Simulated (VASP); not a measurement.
## Sr: single point with PBE

The system is Sr.

```
CELL_PARAMETERS angstrom
-2.23100 2.23100 2.23100
2.23100 -2.23100 2.23100
2.23100 2.23100 -2.23100
ATOMIC_POSITIONS crystal
Sr 0.00000 0.00000 0.00000
```

This cell differs from its parent crystal: strain -0.080 along x and y, -0.080 along z.

```yaml
Program: VASP 6.6.1
Task: single point
Functional: PBE
Potentials_or_basis: VASP PAW PBE potentials, release 64 (Sr_sv)
Cutoff: 520 eV
k_mesh: 14 × 14 × 14
Occupations: gaussian, width 0.15 eV
Spin: no spin polarisation
Dipole_correction: no
Further_INCAR_settings: ALGO = Fast; EDIFF = 1e-06; NBANDS = 11
```

| Property | Result |
| --- | --- |
| Pressure | 3.2 GPa |
| Band gap on the k mesh | zero (bands 5 and 6 overlap by 0.78 eV) |

Levels at points of the mesh, in eV from the Fermi level:
```tsv
k point	band 3	band 4	band 5	band 6	band 7	band 8
(0.00, 0.00, 0.00)	-17.97	-17.97	-3.88	2.70	2.70	2.70
(0.50, 0.00, 0.00)	-18.10	-17.98	-1.09	0.69	1.27	4.20
(0.50, 0.50, 0.50)	-18.26	-18.26	-0.40	-0.40	4.67	4.67
```

Run time: 30 s on 1 thread of Intel(R) Xeon(R) Platinum 8488C (Sapphire Rapids) (shared host), peak memory 0.19 GiB.

Caveat: the cell differs from its parent crystal (strain -0.080 along x and y, -0.080 along z); the cell stands under pressure.
